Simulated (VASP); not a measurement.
A run of VASP 6.6.1 is set up as follows.

File INCAR:

```
SYSTEM = Co
PREC = Accurate
ENCUT = 520
EDIFF = 1E-6
ISMEAR = -1
SIGMA = 0.1
LREAL = .False.
LASPH = .True.
NELM = 150
ALGO = Normal
ISIF = 2
LWAVE = .False.
LCHARG = .True.
ISPIN = 2
MAGMOM = 3.4
LORBIT = 11
NUPDOWN = 3.4
LMAXMIX = 4
GGA = PE
LELF = .True.
LVHAR = .True.
NBANDS = 14
```

The input KPOINTS:

```
regular mesh
0
Gamma
  11 11 11
  0 0 0
```

Contents of POSCAR:

```
Co
1.0
    0.0000000000      1.8140000000      1.8140000000
    1.8140000000      0.0000000000      1.8140000000
    1.8140000000      1.8140000000      0.0000000000
Co
1
Direct
    0.0000000000      0.0000000000      0.0000000000
```

Potentials or basis: VASP PAW PBE potentials, release 64 (Co).

Command:

```sh
$ cat potpaw_PBE.64/Co/POTCAR > POTCAR
$ mpirun -np 1 vasp_std > vasp.out
```

Predict the pressure.

37.1 GPa.

Caveat: the total moment is fixed, so each spin has its own Fermi level.
